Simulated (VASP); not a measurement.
# NaB (Fm-3m) in VASP: notebook, part 2 of 2

VASP 6.6.1.

### 5 Single point, PBE

The input, INCAR:

```
SYSTEM = NaB
PREC     = Accurate       ! precision mode
ENCUT    = 500            ! plane-wave cutoff, eV
EDIFF    = 1E-6           ! SCF threshold, eV
ISMEAR   = 1              ! smearing method
SIGMA    = 0.05           ! smearing width, eV
LREAL    = .FALSE.        ! projectors in reciprocal space
LASPH    = .TRUE.         ! aspherical terms in the spheres
NELM     = 120            ! most SCF steps
ALGO     = Normal         ! electronic algorithm
ISIF     = 2              ! what is computed and relaxed
LWAVE    = .FALSE.        ! write WAVECAR
LCHARG   = .FALSE.        ! write CHGCAR
GGA      = PE             ! functional
NBANDS   = 12             ! bands
GGA_COMPAT= .FALSE.
```

The input, KPOINTS:

```
regular mesh
0
G
  8 8 8
  0 0 0
```

The input, POSCAR:

```
NaB
1.0
    0.0000000000      2.6838690000      2.6838690000
    2.6838690000      0.0000000000      2.6838690000
    2.6838690000      2.6838690000      0.0000000000
Na B
1 1
Direct
    0.0000000000      0.0000000000      0.0000000000
    0.5000000000      0.5000000000      0.5000000000
```

Potentials or basis: VASP PAW PBE potentials, release 64 (Na_pv, B).

Started as:

```
$ cat potpaw_PBE.64/Na_pv/POTCAR potpaw_PBE.64/B/POTCAR > POTCAR
$ mpirun -np 1 vasp_std > vasp.out
```

OUTCAR:

```text
SYSTEM = NaB
   PREC = Accurate
   ENCUT = 500
   EDIFF = 1E-6
   ISMEAR = 1
   LREAL = .FALSE.
   LASPH = .TRUE.
   NELM = 120
   ISIF = 2
   GGA = PE

 ion  position               nearest neighbor table
   1  0.000  0.000  0.000-
   2  0.500  0.500  0.500-

  LATTYP: Found a face centered cubic cell.
 ALAT       =     5.3677380000

  Lattice vectors:

 A1 = (   0.0000000000,   2.6838690000,   2.6838690000)
 A2 = (   2.6838690000,   0.0000000000,   2.6838690000)
 A3 = (   2.6838690000,   2.6838690000,   0.0000000000)

Analysis of symmetry for initial positions (statically):
=====================================================================
 Subroutine PRICEL returns:
 Original cell was already a primitive cell.

 Routine SETGRP: Setting up the symmetry group for a
 face centered cubic supercell.

 Subroutine GETGRP returns: Found 48 space group operations
 (whereof 48 operations were pure point group operations)
 out of a pool of 48 trial point group operations.

The static configuration has the point symmetry O_h .

Analysis of symmetry for dynamics (positions and initial velocities):
=====================================================================
 Subroutine PRICEL returns:
 Original cell was already a primitive cell.

 Routine SETGRP: Setting up the symmetry group for a
 face centered cubic supercell.

 Subroutine GETGRP returns: Found 48 space group operations
 (whereof 48 operations were pure point group operations)
 out of a pool of 48 trial point group operations.

The dynamic configuration has the point symmetry O_h .

 Subroutine INISYM returns: Found 48 space group operations
 (whereof 48 operations are pure point group operations),
 and found     1 'primitive' translations

----------------------------------------------------------------------------------------

                                     Primitive cell

[... 118 lines left out ...]
   IVDW    =     0    specifies the selected vdW correction
   LEPSILON=     F    determine dielectric tensor
   LRPA    =     F    only Hartree local field effects (RPA)
 non-spin polarized calculation
 Methfessel and Paxton  Order N= 1 SIGMA  =   0.05
  energy-cutoff  :      500.00
  volume of cell :       38.66
 maximum number of plane-waves:       995
   NGX = 13   NGY = 13   NGZ = 13

 number of electron      10.0000000 magnetization

 number of electron       9.9999996 magnetization

 Free energy of the ion-electron system (eV)
  ---------------------------------------------------
  ext. energy  EPLUGINS =         0.00000000
  ---------------------------------------------------
  free energy    TOTEN  =        -4.30999902 eV

  energy without entropy =       -4.31041156  energy(sigma->0) =       -4.31013654

 E-fermi :   0.6808     XC(G=0):  -8.3222

 val. band max:        0.6406789159   @ k =  -0.3750   0.3750   0.1250
 cond. band min:       0.7623312504   @ k =   0.3750   0.2500   0.1250
 fundamental gap:      0.1216523344
 Fermi energy:         0.6807711592

 k-point     1 :       0.0000    0.0000    0.0000
  band No.  band energies     occupation
      1     -22.2723      2.00000
      2     -22.2723      2.00000
      3     -22.2723      2.00000
      4      -6.4124      2.00000
      5       3.1206      0.00000
      6       3.1206      0.00000
      7       3.1206      0.00000
      8       8.1717      0.00000
      9      10.9921      0.00000
     10      10.9921      0.00000
     11      10.9921      0.00000
     12      13.2366      0.00000
[... 331 lines left out ...]
 k-point    24 :      -0.3750    0.2500    0.1250
  band No.  band energies     occupation
      1     -22.3073      2.00000
      2     -22.2871      2.00000
      3     -22.2801      2.00000
      4      -4.2557      2.00000
      5      -0.6827      2.00000
      6       1.2568     -0.00000
      7       2.1167      0.00000
      8       8.9276      0.00000
      9       9.5711      0.00000
     10      11.1001      0.00000
     11      12.2272      0.00000
     12      15.1598      0.00000

 [... further k-points ...]

------------------------ aborting loop because EDIFF is reached ----------------------------------------

  FORCE on cell =-STRESS in cart. coord.  units (eV):
  Direction    XX          YY          ZZ          XY          YZ          ZX
  --------------------------------------------------------------------------------------
  -------------------------------------------------------------------------------------
  Total        0.0028373      0.0028373      0.0028373     -0.0000000     -0.0000000      0.0000000
  in kB        0.1175706      0.1175706      0.1175706     -0.0000000     -0.0000000      0.0000000
  external PRESSURE =       0.1175706 kB  Pullay stress =       0.0000000 kB

 VOLUME and BASIS-vectors are now :
 -----------------------------------------------------------------------------
  energy-cutoff  :      500.00
  volume of cell :       38.66
      direct lattice vectors                 reciprocal lattice vectors
     0.000000000  2.683869000  2.683869000    -0.186298214  0.186298214  0.186298214
     2.683869000  0.000000000  2.683869000     0.186298214 -0.186298214  0.186298214
     2.683869000  2.683869000  0.000000000     0.186298214  0.186298214 -0.186298214

 POSITION                                       TOTAL-FORCE (eV/Angst)
 -----------------------------------------------------------------------------------
      0.00000      0.00000      0.00000         0.000000      0.000000     -0.000000
      2.68387      2.68387      2.68387         0.000000      0.000000      0.000000
 -----------------------------------------------------------------------------------
    total drift:                               -0.000000      0.000000      0.000000

  FREE ENERGIE OF THE ION-ELECTRON SYSTEM (eV)
  ---------------------------------------------------
  free  energy   TOTEN  =        -4.3099990241 eV

  energy  without entropy=       -4.3104115582  energy(sigma->0) =       -4.31013654
```

stdout:

```text
POSCAR found type information on POSCAR NaB
 POSCAR found :  2 types and       2 ions
 scaLAPACK will be used
 LDA part: xc-table for (Slater+PW92), standard interpolation
 POSCAR, INCAR and KPOINTS ok, starting setup
 FFT: planning ... GRIDC
 FFT: planning ... GRID_SOFT
 FFT: planning ... GRID
 WAVECAR not read
 entering main loop
```

Run time: 7.5 s. Hardware: 1 thread of Intel Xeon Platinum 8488C (Sapphire Rapids), shared host; peak memory 0.15 GiB.

Results:

```
Free energy            : -4.3100 eV
Pressure               : 0.0 GPa
Band gap on the k mesh : zero (bands 5 and 6 overlap by 2.90 eV)
```

### 6 Overview

```csv
smearing,gap on the mesh (eV),pressure (GPa)
methfessel-paxton 0.3 eV,none,0.1
methfessel-paxton 0.2 eV,none,0.1
methfessel-paxton 0.1 eV,none,0.1
methfessel-paxton 0.05 eV,none,0.0
```

Alike in all rows: task single point; level PBE; potentials or basis VASP PAW PBE potentials, release 64 (Na_pv, B); no spin polarisation; cell as given; k mesh 8 × 8 × 8; cutoff (eV) 500.

Caveats: so wide a smearing shifts energies and pressures (at least some runs).

Total energies depend on the potentials used, so only differences within one code and one set of settings carry meaning.
